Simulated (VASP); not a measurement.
# Sb (R-3m) in VASP: further runs, part 2 of 2

VASP 6.6.1. The steps go on from the part before.

### Step 4. Single point, LDA

INCAR reads:

```
SYSTEM = Sb
ALGO = Normal
EDIFF = 1E-7
ENCUT = 520
ISIF = 2
ISMEAR = -1
LASPH = .TRUE.
LCHARG = .FALSE.
LREAL = .FALSE.
LWAVE = .FALSE.
NBANDS = 12
NELM = 100
PREC = Accurate
SIGMA = 0.1
```

KPOINTS reads:

```
k-points
0
G
  3 3 3
  0 0 0
```

POSCAR reads:

```
Sb
1.0
    2.1456002536      1.2387628840      3.6587425366
   -2.1456002536      1.2387628840      3.6587425366
    0.0000000000     -2.4775257680      3.6587425366
Sb
2
Direct
    0.2359371474      0.2359371474      0.2359371474
    0.7640628526      0.7640628526      0.7640628526
```

Potentials or basis: VASP PAW LDA potentials, release 64 (Sb).

On the command line:

```sh
$ cat potpaw_LDA.64/Sb/POTCAR > POTCAR
$ mpirun -np 1 vasp_std > vasp.out
```

OUTCAR:

```text
SYSTEM = Sb
   EDIFF = 1E-7
   ENCUT = 520
   ISIF = 2
   ISMEAR = -1
   LASPH = .TRUE.
   LREAL = .FALSE.
   NELM = 100
   PREC = Accurate

 ion  position               nearest neighbor table
   1  0.236  0.236  0.236-   2 2.91   2 2.91   2 2.91   2 3.27   2 3.27   2 3.27
   2  0.764  0.764  0.764-   1 2.91   1 2.91   1 2.91   1 3.27   1 3.27   1 3.27

  LATTYP: Found a trigonal (rhomboedric) cell.
 ALAT       =     4.4186571354
 COS(alpha) =     0.5284290848

  Lattice vectors:

 A1 = (   2.1456002536,   1.2387628840,   3.6587425366)
 A2 = (  -2.1456002536,   1.2387628840,   3.6587425366)
 A3 = (   0.0000000000,  -2.4775257680,   3.6587425366)

Analysis of symmetry for initial positions (statically):
=====================================================================
 Subroutine PRICEL returns:
 Original cell was already a primitive cell.

 Routine SETGRP: Setting up the symmetry group for a
 trigonal (rhombohedral) supercell.

 Subroutine GETGRP returns: Found 12 space group operations
 (whereof 12 operations were pure point group operations)
 out of a pool of 12 trial point group operations.

The static configuration has the point symmetry D_3d.

Analysis of symmetry for dynamics (positions and initial velocities):
=====================================================================
 Subroutine PRICEL returns:
 Original cell was already a primitive cell.

 Routine SETGRP: Setting up the symmetry group for a
 trigonal (rhombohedral) supercell.

 Subroutine GETGRP returns: Found 12 space group operations
 (whereof 12 operations were pure point group operations)
 out of a pool of 12 trial point group operations.

The dynamic configuration has the point symmetry D_3d.

 Subroutine INISYM returns: Found 12 space group operations
 (whereof 12 operations are pure point group operations),
 and found     1 'primitive' translations
[... 100 lines left out ...]
   LORBIT       =      0    0 simple, 1 ext, 2 COOP (PROOUT), +10 PAW based schemes
   GGA     = CA    functional components
   LHFCALC =     F    Hartree Fock is set to
   AEXX    =    0.0000 exact exchange contribution
   IVDW    =     0    specifies the selected vdW correction
   LEPSILON=     F    determine dielectric tensor
   LRPA    =     F    only Hartree local field effects (RPA)
 non-spin polarized calculation
  energy-cutoff  :      520.00
  volume of cell :       58.35
 maximum number of plane-waves:      1580
 NGX is ok and might be reduce to    36
   NGX = 17   NGY = 17   NGZ = 17

 number of electron      10.0000000 magnetization

 Free energy of the ion-electron system (eV)
  ---------------------------------------------------
  ext. energy  EPLUGINS =         0.00000000
  ---------------------------------------------------
  free energy    TOTEN  =        -9.72331816 eV

  energy without entropy =       -9.72174359  energy(sigma->0) =       -9.72253087

 E-fermi :   7.5156     XC(G=0):  -9.8698

 val. band max:        6.9789536447   @ k =   0.3333   0.3333   0.3333
 cond. band min:       8.1777161930   @ k =   0.3333   0.3333   0.3333
 fundamental gap:      1.1987625483
 Fermi energy:         7.5155863462

 k-point     1 :       0.0000    0.0000    0.0000
  band No.  band energies     occupation
      1      -5.3617      2.00000
      2       2.8757      2.00000
      3       5.5247      2.00000
      4       5.7106      2.00000
      5       5.7106      2.00000
      6       9.9359      0.00000
      7      10.3993      0.00000
      8      10.3993      0.00000
      9      12.4739      0.00000
     10      12.4739      0.00000
     11      12.6030      0.00000
     12      14.0686      0.00000
[... 61 lines left out ...]
 k-point     6 :      -0.3333    0.3333    0.3333
  band No.  band energies     occupation
      1      -2.7788      2.00000
      2      -1.4884      2.00000
      3       2.3083      2.00000
      4       4.6815      2.00000
      5       5.3320      2.00000
      6       9.8247      0.00000
      7      10.2020      0.00000
      8      12.5411      0.00000
      9      13.2281      0.00000
     10      14.4344      0.00000
     11      15.0997      0.00000
     12      17.4078      0.00000

------------------------ aborting loop because EDIFF is reached ----------------------------------------

  FORCE on cell =-STRESS in cart. coord.  units (eV):
  Direction    XX          YY          ZZ          XY          YZ          ZX
  --------------------------------------------------------------------------------------
  -------------------------------------------------------------------------------------
  Total        0.6645222      0.6645222      0.1709313      0.0000000      0.0000000      0.0000000
  in kB       18.2473566     18.2473566      4.6936650      0.0000000      0.0000000      0.0000000
  external PRESSURE =      13.7294594 kB  Pullay stress =       0.0000000 kB

 VOLUME and BASIS-vectors are now :
 -----------------------------------------------------------------------------
  energy-cutoff  :      520.00
  volume of cell :       58.35
      direct lattice vectors                 reciprocal lattice vectors
     2.145600254  1.238762884  3.658742537     0.233035021  0.134542832  0.091105982
    -2.145600254  1.238762884  3.658742537    -0.233035021  0.134542832  0.091105982
     0.000000000 -2.477525768  3.658742537     0.000000000 -0.269085664  0.091105982

 POSITION                                       TOTAL-FORCE (eV/Angst)
 -----------------------------------------------------------------------------------
      0.00000      0.00000      2.58970         0.000000     -0.000000     -0.286737
      0.00000      0.00000      8.38653         0.000000      0.000000      0.286737
 -----------------------------------------------------------------------------------
    total drift:                               -0.000000      0.000000     -0.000000

  FREE ENERGIE OF THE ION-ELECTRON SYSTEM (eV)
  ---------------------------------------------------
  free  energy   TOTEN  =        -9.7233181552 eV

  energy  without entropy=       -9.7217435936  energy(sigma->0) =       -9.72253087
```

stdout:

```text
POSCAR found type information on POSCAR Sb
 POSCAR found :  1 types and       2 ions
 scaLAPACK will be used
 LDA part: xc-table for (Slater(with rela. corr.)+CA(PZ))
 , standard interpolation
 POSCAR, INCAR and KPOINTS ok, starting setup
 FFT: planning ... GRIDC
 FFT: planning ... GRID_SOFT
 FFT: planning ... GRID
 WAVECAR not read
 entering main loop
```

It took 10 s on 1 thread of AMD EPYC 7R13, shared host; peak memory 0.13 GiB.

What came out:

- Free energy: -9.7233 eV
- Pressure: 1.4 GPa
- Largest force: 0.287 eV/Å
- Band gap on the k mesh: 1.20 eV, direct

Forces on the atoms (eV/Å):
```
Sb   0.000  0.000 -0.287
Sb   0.000  0.000  0.287
```

Caveat: the k points lie up to 0.59 Å⁻¹ apart; spin-orbit coupling is left out, which moves the levels of the heavy elements. A k mesh can miss the band edges.

### Step 5. Single point, LDA

INCAR reads:

```
PREC     = Accurate       # precision mode
ENCUT    = 520            # plane-wave cutoff, eV
EDIFF    = 1E-6           # SCF threshold, eV
ISMEAR   = -1             # smearing method
SIGMA    = 0.1            # smearing width, eV
LREAL    = False          # projectors in reciprocal space
LASPH    = True           # aspherical terms in the spheres
NELM     = 100            # most SCF steps
ALGO     = Normal         # electronic algorithm
ISIF     = 2              # what is computed and relaxed
LWAVE    = False          # write WAVECAR
LCHARG   = False          # write CHGCAR
GGA      = CA             # functional
NBANDS   = 12             # bands
```

KPOINTS reads:

```
Automatic mesh
0
Gamma
  4 4 4
```

POSCAR is that of step 4.

On the command line:

```sh
$ cat potpaw_LDA.64/Sb/POTCAR > POTCAR
$ mpirun -np 1 vasp_std > vasp.out
```

Wall time 18 s (1 thread of AMD EPYC 7R13, shared host); peak memory 0.13 GiB.

It converged, with:

```
Free energy            : -9.6758 eV
Pressure               : 0.4 GPa
Largest force          : 0.201 eV/Å
Band gap on the k mesh : 0.17 eV, direct
```

Forces in eV/Å, atoms in the order of the input:
```
Sb   0.000  0.000 -0.201
Sb   0.000  0.000  0.201
```

Stress tensor (GPa, compression positive):
```
 0.63  0.00  0.00
 0.00  0.63  0.00
 0.00  0.00 -0.09
```

Levels at points of the mesh, in eV from the valence-band top:
```tsv
k point	band 2	band 3	band 4	band 5	band 6	band 7	band 8	band 9
(0.00, 0.00, 0.00)	-4.35	-1.69	-1.52	-1.52	2.69	3.17	3.17	5.27
(0.50, 0.00, 0.00)	-9.50	-1.45	-1.29	0.00	0.17	0.54	0.60	8.17
(0.50, 0.50, 0.00)	-7.61	-5.36	-3.53	-3.47	1.90	5.45	5.86	7.56
(0.50, 0.50, 0.50)	-8.95	-0.93	-0.93	-0.10	0.26	0.26	1.28	7.64
```

Caveat: the k points lie up to 0.45 Å⁻¹ apart; spin-orbit coupling is left out, which moves the levels of the heavy elements.

### Step 6. The runs side by side

| k mesh | gap on the mesh (eV) | pressure (GPa) | largest force (eV/Å) |
| --- | --- | --- | --- |
| 15 × 15 × 15 | none | 0.3 | 0.09 |
| 2 × 2 × 2 | 0.17 | 6.5 | 2.04 |
| 3 × 3 × 3 | 1.20 | 1.4 | 0.29 |
| 4 × 4 × 4 | 0.17 | 0.4 | 0.20 |

Alike in all rows: task single point; level LDA; potentials or basis VASP PAW LDA potentials, release 64 (Sb); no spin polarisation; cell as given; cutoff (eV) 520; smearing fermi-dirac 0.1 eV.

Caveats: some runs use coarse meshes; spin-orbit coupling is left out, which moves the levels of the heavy elements; forces of over 1 eV/Å act on the atoms, so gaps and moduli don't describe the material at rest (some runs).

Total energies depend on the potentials used, so only differences within one code and one set of settings carry meaning.
